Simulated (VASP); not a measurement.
# Co (P-3m1) in VASP: further runs

Runs on Co. Level: PBEsol. Tasks: single point.

All numbers are computed with VASP 6.6.1; they aren't measurements. Logs are shortened: lines on timing, memory, paths and dates and some standing lists are left out, and cuts for length are marked.

**1. The cell of the first run**

The structure is trigonal, space group P-3m1 (No. 164). The conventional cell has a = 2.413 Å, b = 2.413 Å, c = 3.941 Å, α = 90.00°, β = 90.00°, γ = 120.00°. Within 3.1 Å of Co (site symmetry 3m) lie 12 Co at 2.35 to 2.48 Å.

**2. Single point, PBEsol, collinear spin, ferromagnetic start (strain -0.030 along x and y, -0.030 along z)**

INCAR

```
  PREC = Accurate
  ENCUT = 520
  EDIFF = 1E-6
  ISMEAR = 0
  SIGMA = 0.15
  LREAL = False
  LASPH = True
  NELM = 150
  ALGO = Normal
  ISIF = 2
  LWAVE = False
  LCHARG = False
  ISPIN = 2
  MAGMOM = 1.91 1.91
  LORBIT = 11
  LMAXMIX = 4
  GGA = PS
  NBANDS = 20
```

KPOINTS

```
regular mesh
0
Gamma
  24 24 12
```

POSCAR

```
Co
1.0
    2.4127439276      0.0000000000      0.0000000000
   -1.2063719638      2.0894975341      0.0000000000
    0.0000000000      0.0000000000      3.9413908183
Co
2
Direct
    0.6666666667      0.3333333333      0.2598610000
    0.3333333333      0.6666666667      0.7401390000
```

Potentials or basis: VASP PAW PBE potentials, release 64 (Co).

Launch:

```bash
$ cat potpaw_PBE.64/Co/POTCAR > POTCAR
$ mpirun -np 1 vasp_std > vasp.out
```

OUTCAR:

```text
PREC = Accurate
   ENCUT = 520
   EDIFF = 1E-6
   ISMEAR = 0
   LREAL = False
   LASPH = True
   NELM = 150
   ISIF = 2
   ISPIN = 2
   LORBIT = 11
   GGA = PS

 ion  position               nearest neighbor table
   1  0.667  0.333  0.260-   2 2.35   2 2.35   2 2.35   2 2.48   2 2.48   2 2.48
   2  0.333  0.667  0.740-   1 2.35   1 2.35   1 2.35   1 2.48   1 2.48   1 2.48

  LATTYP: Found a hexagonal cell.
 ALAT       =     2.4127439276
 C/A-ratio  =     1.6335719565

  Lattice vectors:

 A1 = (   2.4127439276,   0.0000000000,   0.0000000000)
 A2 = (  -1.2063719638,   2.0894975341,   0.0000000000)
 A3 = (   0.0000000000,   0.0000000000,   3.9413908183)

Analysis of symmetry for initial positions (statically):
=====================================================================
 Subroutine PRICEL returns:
 Original cell was already a primitive cell.

 Routine SETGRP: Setting up the symmetry group for a
 hexagonal supercell.

 Subroutine GETGRP returns: Found 12 space group operations
 (whereof 12 operations were pure point group operations)
 out of a pool of 24 trial point group operations.

The static configuration has the point symmetry D_3d.

Analysis of symmetry for dynamics (positions and initial velocities):
=====================================================================
 Subroutine PRICEL returns:
 Original cell was already a primitive cell.

 Routine SETGRP: Setting up the symmetry group for a
 hexagonal supercell.

 Subroutine GETGRP returns: Found 12 space group operations
 (whereof 12 operations were pure point group operations)
 out of a pool of 24 trial point group operations.

The dynamic configuration has the point symmetry D_3d.

Analysis of structural, dynamic, and magnetic symmetry:
=====================================================================
 Subroutine PRICEL returns:
 Original cell was already a primitive cell.

 Routine SETGRP: Setting up the symmetry group for a
 hexagonal supercell.

 Subroutine GETGRP returns: Found 12 space group operations
 (whereof 12 operations were pure point group operations)
 out of a pool of 24 trial point group operations.

The overall configuration has the point symmetry D_3d.

 Subroutine INISYM returns: Found 12 space group operations
 (whereof 12 operations are pure point group operations),
 and found     1 'primitive' translations

----------------------------------------------------------------------------------------

                                     Primitive cell

  volume of cell :      19.8702

  direct lattice vectors                    reciprocal lattice vectors
     2.412743928  0.000000000  0.000000000     0.414465865  0.239291979  0.000000000
    -1.206371964  2.089497534  0.000000000     0.000000000  0.478583958  0.000000000
     0.000000000  0.000000000  3.941390818     0.000000000  0.000000000  0.253717544

  length of vectors
     2.412743928  2.412743928  3.941390818     0.478583958  0.478583958  0.253717544

  position of ions in fractional coordinates (direct lattice)
     0.666666667  0.333333333  0.259861000
     0.333333333  0.666666667  0.740139000

  ion indices of the primitive-cell ions
   primitive index   ion index
                 1           1
                 2           2

----------------------------------------------------------------------------------------

 KPOINTS: regular mesh

Automatic generation of k-mesh.
 Grid dimensions read from file:
 generate k-points for:   24   24   12

 Generating k-lattice:

  Cartesian coordinates                     Fractional coordinates (reciprocal lattice)
     0.017269411  0.009970499  0.000000000     0.041666667  0.000000000  0.000000000
     0.000000000  0.019940998  0.000000000     0.000000000  0.041666667  0.000000000
     0.000000000  0.000000000  0.021143129     0.000000000  0.000000000  0.083333333

  Length of vectors
     0.019940998  0.019940998  0.021143129

  Shift w.r.t. Gamma in fractional coordinates (k-lattice)
     0.000000000  0.000000000  0.000000000

 Subroutine IBZKPT returns following result:
 ===========================================

 Found    667 irreducible k-points:

 Following reciprocal coordinates:
            Coordinates               Weight
  0.000000  0.000000  0.000000      1.000000
  0.041667  0.000000  0.000000      6.000000
  0.083333  0.000000  0.000000      6.000000
  0.125000  0.000000  0.000000      6.000000
  0.166667  0.000000  0.000000      6.000000
  0.208333  0.000000  0.000000      6.000000
[... 16 lines left out ...]
  0.416667  0.041667  0.000000     12.000000
  0.458333  0.041667  0.000000     12.000000
 [... further k-points ...]
   k-points           NKPTS =    667   k-points in BZ     NKDIM =    667   number of bands    NBANDS=     20
   number of dos      NEDOS =    301   number of ions     NIONS =      2
   total plane-waves  NPLWV =   9720
   dimension x,y,z NGX =    18 NGY =   18 NGZ =   30
   dimension x,y,z NGXF=    36 NGYF=   36 NGZF=   60
   ions per type =               2
   NGX,Y,Z   is equivalent  to a cutoff of  12.40, 12.40, 12.65 a.u.
   NGXF,Y,Z  is equivalent  to a cutoff of  24.81, 24.81, 25.31 a.u.
 SYSTEM =  unknown system
   PREC   = accura    normal or accurate (medium, high low for compatibility)
   ISTART =      0    job   : 0-new  1-cont  2-samecut
   ICHARG =      2    charge: 1-file 2-atom 10-const
   ISPIN  =      2    spin polarized calculation?
   LNONCOLLINEAR =      F non collinear calculations
   LSORBIT =      F    spin-orbit coupling
   LASPH  =      T    aspherical Exc in radial PAW
   ENCUT  =  520.0 eV  38.22 Ry    6.18 a.u.   4.49  4.49  7.33*2*pi/ulx,y,z
   NELM   =    150;   NELMIN=  2; NELMDL= -5     # of ELM steps
   EDIFF  = 0.1E-05   stopping-criterion for ELM
   LREAL  =      F    real-space projection
[... 7 lines left out ...]
   TEBEG  =    0.0;   TEEND  =   0.0 temperature during run
   PSTRESS=    0.0 pullay stress
   NELECT =      18.0000    total number of electrons
   NUPDOWN=      -1.0000    fix difference up-down
   EMIN   =  10.00;   EMAX   =-10.00  energy-range for DOS
   EFERMI =   0.00;   METHOD = LEGACY
   ISMEAR =     0;   SIGMA  =   0.15  broadening in eV -4-tet -1-fermi 0-gaus
   EFERMI_NEDOS =   21; number of points for ismear=-14 and -15
   IALGO  =     38    algorithm
   IMIX   =      4    mixing-type and parameters
     AMIX     =   0.40;   BMIX     =  1.00
     AMIX_MAG =   1.60;   BMIX_MAG =  1.00
  volume/ion in A,a.u.               =       9.94        67.05
  Fermi-wavevector in a.u.,A,eV,Ry     =   1.584035  2.993392 34.139292  2.509167
  Thomas-Fermi vector in A             =   2.683714
   LORBIT       =     11    0 simple, 1 ext, 2 COOP (PROOUT), +10 PAW based schemes
   GGA     = PS    functional components
   LHFCALC =     F    Hartree Fock is set to
   AEXX    =    0.0000 exact exchange contribution
   IVDW    =     0    specifies the selected vdW correction
   LEPSILON=     F    determine dielectric tensor
   LRPA    =     F    only Hartree local field effects (RPA)
 spin polarized calculation
 Gauss-broadening in eV      SIGMA  =   0.15
  energy-cutoff  :      520.00
  volume of cell :       19.87
 maximum number of plane-waves:       555
 NGX is ok and might be reduce to    18
   NGX =  9   NGY =  9   NGZ = 15

 number of electron      18.0000004 magnetization       3.0787182

 Free energy of the ion-electron system (eV)
  ---------------------------------------------------
  ext. energy  EPLUGINS =         0.00000000
  ---------------------------------------------------
  free energy    TOTEN  =       -15.42644026 eV

  energy without entropy =      -15.40819092  energy(sigma->0) =      -15.41731559

 E-fermi :  11.3876     XC(G=0): -14.1040

 val. band max:       11.3872358505   @ k =   0.2500   0.0000   0.0833
 cond. band min:      11.3877051347   @ k =  -0.1250   0.3333   0.3333
 fundamental gap:      0.0004692842
 Fermi energy:        11.3876296674

 spin component 1

 k-point     1 :       0.0000    0.0000    0.0000
  band No.  band energies     occupation
      1       1.8704      1.00000
      2       5.7690      1.00000
      3       8.5998      1.00000
      4       8.6660      1.00000
      5       8.6660      1.00000
      6       9.0053      1.00000
[... 12 lines left out ...]
     19      38.9941      0.00000
     20      38.9941      0.00000

 k-point     2 :       0.0417    0.0000    0.0000
  band No.  band energies     occupation
      1       1.9364      1.00000
      2       5.8113      1.00000
      3       8.5103      1.00000
      4       8.6990      1.00000
      5       8.7451      1.00000
      6       8.9869      1.00000
[... 498 lines left out ...]
 k-point    24 :       0.4583    0.0417    0.0000
  band No.  band energies     occupation
      1       6.1619      1.00000
      2       6.2888      1.00000
      3       6.5165      1.00000
      4       8.5060      1.00000
      5       8.6631      1.00000
      6       8.7247      1.00000
[... 12 lines left out ...]
     19      35.6949      0.00000
     20      37.4478      0.00000

 [... further k-points ...]

 spin component 2

 k-point     1 :       0.0000    0.0000    0.0000
  band No.  band energies     occupation
      1       1.9500      1.00000
      2       6.6773      1.00000
      3      10.1071      1.00000
      4      10.2109      1.00000
      5      10.2109      1.00000
      6      10.5788      1.00000
[... 12 lines left out ...]
     19      39.3504      0.00000
     20      39.3504      0.00000

 k-point     2 :       0.0417    0.0000    0.0000
  band No.  band energies     occupation
      1       2.0163      1.00000
      2       6.7241      1.00000
      3      10.0129      1.00000
      4      10.2468      1.00000
      5      10.2863      1.00000
      6      10.5552      1.00000
[... 498 lines left out ...]
 k-point    24 :       0.4583    0.0417    0.0000
  band No.  band energies     occupation
      1       7.0964      1.00000
      2       7.3384      1.00000
      3       7.6667      1.00000
      4       9.3571      1.00000
      5      10.0593      1.00000
      6      10.1376      1.00000
[... 12 lines left out ...]
     19      36.1796      0.00000
     20      37.7790      0.00000

 [... further k-points ...]

------------------------ aborting loop because EDIFF is reached ----------------------------------------

  FORCE on cell =-STRESS in cart. coord.  units (eV):
  Direction    XX          YY          ZZ          XY          YZ          ZX
  --------------------------------------------------------------------------------------
  -------------------------------------------------------------------------------------
  Total        1.5753562      1.5753562      1.2040038      0.0000000      0.0000000      0.0000000
  in kB      127.0242841    127.0242841     97.0813572      0.0000000      0.0000000      0.0000000
  external PRESSURE =     117.0433085 kB  Pullay stress =       0.0000000 kB

 VOLUME and BASIS-vectors are now :
 -----------------------------------------------------------------------------
  energy-cutoff  :      520.00
  volume of cell :       19.87
      direct lattice vectors                 reciprocal lattice vectors
     2.412743928  0.000000000  0.000000000     0.414465865  0.239291979  0.000000000
    -1.206371964  2.089497534  0.000000000     0.000000000  0.478583958  0.000000000
     0.000000000  0.000000000  3.941390818     0.000000000  0.000000000  0.253717544

 POSITION                                       TOTAL-FORCE (eV/Angst)
 -----------------------------------------------------------------------------------
      1.20637      0.69650      1.02421        -0.000000     -0.000000     -0.771336
     -0.00000      1.39300      2.91718         0.000000      0.000000      0.771336
 -----------------------------------------------------------------------------------
    total drift:                                0.000000     -0.000000     -0.000000

  FREE ENERGIE OF THE ION-ELECTRON SYSTEM (eV)
  ---------------------------------------------------
  free  energy   TOTEN  =       -15.4264402574 eV

  energy  without entropy=      -15.4081909169  energy(sigma->0) =      -15.41731559

 total charge

# of ion       s       p       d       tot
------------------------------------------
    1        0.530   0.609   7.328   8.466
    2        0.530   0.609   7.328   8.466
--------------------------------------------------
tot          1.059   1.218  14.655  16.933

 magnetization (x)

# of ion       s       p       d       tot
------------------------------------------
    1       -0.015  -0.051   1.604   1.537
    2       -0.015  -0.051   1.604   1.537
--------------------------------------------------
tot         -0.031  -0.102   3.208   3.075
```

It took 8.6 min on 1 thread of AMD EPYC 7R43 (Zen 3), shared host; peak memory 0.4 GiB.

Results:

```
Free energy                                           : -15.4264 eV
Pressure                                              : 11.7 GPa
Largest force                                         : 0.771 eV/Å
Net moment                                            : 3.08 μB per cell
Site moments                                          : Co +1.54 μB
Valence electrons inside the program's atomic spheres : Co 8.47
```

Forces on the atoms (eV/Å):
```
Co   0.000  0.000 -0.771
Co   0.000  0.000  0.771
```

Stress tensor (GPa, compression positive):
```
12.70  0.00  0.00
 0.00 12.70  0.00
 0.00  0.00  9.71
```

Levels at points of the mesh, in eV from the Fermi level:
Spin up:
```csv
k point,band 7,band 8,band 9,band 10,band 11,band 12,band 13,band 14
"(0.00, 0.00, 0.00)",-2.38,-1.89,-1.89,-0.66,-0.66,-0.28,6.95,22.78
"(0.50, 0.00, 0.00)",-2.26,-0.49,-0.45,-0.29,1.58,3.81,10.13,11.25
"(0.00, 0.00, 0.50)",-2.76,-2.76,-1.13,-1.13,-0.91,-0.91,15.11,16.37
"(0.50, 0.00, 0.50)",-1.04,-0.93,-0.42,-0.36,1.57,1.88,7.92,8.26
```
Spin down:
| k point | band 4 | band 5 | band 6 | band 7 | band 8 | band 9 | band 10 | band 11 |
| --- | --- | --- | --- | --- | --- | --- | --- | --- |
| (0.00, 0.00, 0.00) | -1.18 | -1.18 | -0.81 | -0.81 | -0.21 | -0.19 | -0.19 | 1.13 |
| (0.50, 0.00, 0.00) | -1.98 | -1.31 | -1.25 | -0.79 | 1.29 | 1.40 | 1.48 | 2.80 |
| (0.00, 0.00, 0.50) | -1.57 | -1.24 | -1.24 | -1.24 | -1.24 | 0.65 | 0.65 | 0.83 |
| (0.50, 0.00, 0.50) | -2.58 | -0.35 | 0.10 | 0.19 | 0.32 | 1.38 | 1.43 | 2.21 |

Caveat: the cell differs from its parent crystal (strain -0.030 along x and y, -0.030 along z); the PAW data sets were made with another functional, which shifts forces and pressure a little.

(Continued in part 2 of 2.)
